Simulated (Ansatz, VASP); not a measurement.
# One calculation of Si2W, two programs

The input INCAR:

```
PREC = Accurate
ENCUT = 520
EDIFF = 1E-6
ISMEAR = 0
SIGMA = 0.03
LREAL = False
LASPH = True
NELM = 100
ALGO = Normal
ISIF = 2
LWAVE = False
LCHARG = True
GGA = PE
LELF = True
LVHAR = True
NBANDS = 43
```

File KPOINTS:

```
Automatic mesh
0
Gamma
  9 9 6
```

Contents of POSCAR:

```
Si2W
1.0
    4.6907127290      0.0000000000      0.0000000000
   -2.3453563645      4.0622763851      0.0000000000
    0.0000000000      0.0000000000      6.4323743652
Si W
6 3
Direct
    0.8113193831      0.6226387663      0.5000000000
    0.1886806169      0.8113193831      0.8333333333
    0.6226387663      0.8113193831      0.1666666667
    0.1886806169      0.3773612337      0.5000000000
    0.8113193831      0.1886806169      0.8333333333
    0.3773612337      0.1886806169      0.1666666667
    0.0000000000      0.5000000000      0.1666666667
    0.5000000000      0.5000000000      0.8333333333
    0.5000000000      0.0000000000      0.5000000000
```

Input for Ansatz:

```yaml
crystal:
  lattice:
    - [4.690712729, 0.0, 0.0]
    - [-2.3453563645, 4.0622763851, 0.0]
    - [0.0, 0.0, 6.4323743652]
  atoms:
    - { symbol: Si, position: [0.8113193831, 0.6226387663, 0.5] }
    - { symbol: Si, position: [0.1886806169, 0.8113193831, 0.8333333333] }
    - { symbol: Si, position: [0.6226387663, 0.8113193831, 0.1666666667] }
    - { symbol: Si, position: [0.1886806169, 0.3773612337, 0.5] }
    - { symbol: Si, position: [0.8113193831, 0.1886806169, 0.8333333333] }
    - { symbol: Si, position: [0.3773612337, 0.1886806169, 0.1666666667] }
    - { symbol: W, position: [0.0, 0.5, 0.1666666667] }
    - { symbol: W, position: [0.5, 0.5, 0.8333333333] }
    - { symbol: W, position: [0.5, 0.0, 0.5] }
basis:
  ecutwfc: 420
kpoints:
  mp_grid: { grid: [9, 9, 6] }
hamiltonian:
  xc: pbe
  pseudopotentials: { kind: paw, azcp: { folder: soft_1 } }
scf:
  occupations: { method: gaussian, width: 0.03 }
output:
  forces: true
  stress: true
  eigenvalues: true
```

Alike in both runs: task single point; functional PBE; k mesh 9 × 9 × 6; occupations gaussian, width 0.03 eV; no spin polarisation.

|  | VASP | Ansatz |
| --- | --- | --- |
| version | VASP 6.6.1 | Ansatz 0.2.0 |
| potentials or method | VASP PAW PBE potentials, release 64 (Si, W_sv), cutoff 520 eV | scalar-relativistic, plane waves, PAW |
| valence electrons in the cell | 66 | 66 |

VASP gave:

```
gap on the k mesh at the Fermi level (eV)                     : 0.25
least direct gap on the mesh (eV)                             : 0.39
pressure (GPa)                                                : 8.0
traceless stress, the component that is largest in VASP (GPa) : 8.42
rms of the force components (eV/Å)                            : 1.265
```

**Question.** Estimate Ansatz's values.

**Answer.** gap on the k mesh at the Fermi level (eV): 0.25; least direct gap on the mesh (eV): 0.39; pressure (GPa): 8.0; traceless stress, the component that is largest in VASP (GPa): 8.40; rms of the force components (eV/Å): 1.264.

Atom by atom the forces differ by 0.001 eV/Å (rms over components).

Neither program's run includes spin-orbit coupling.
